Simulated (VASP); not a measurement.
Crystal: KI.

```xyz
2
Lattice="0.0000 3.5446 3.5446 3.5446 0.0000 3.5446 3.5446 3.5446 0.0000" Properties=species:S:1:pos:R:3 pbc="T T T"
K     0.0000    0.0000    0.0000
I     3.5446    3.5446    3.5446
```

Base run:

| Item | Value |
| --- | --- |
| Program | VASP 6.6.1 |
| Functional | r2SCAN |
| Potentials or basis | VASP PAW PBE potentials, release 64 (K_sv, I) |
| Cutoff | 520 eV |
| k mesh | 4 × 4 × 4 |
| Occupations | gaussian, width 0.01 eV |
| Spin | no spin polarisation |

Its results: band gap on the k mesh 4.58 eV; pressure 0.0 GPa.

**Question.** The run is repeated on the same cell with these changes: functional from r2SCAN to HSE06. What comes out?

**Answer.** Band gap on the k mesh 4.93 eV; pressure 0.3 GPa.

Caveats: the PAW data sets were made with another functional, which shifts forces and pressure a little; spin-orbit coupling is left out, which moves the levels of the heavy elements.

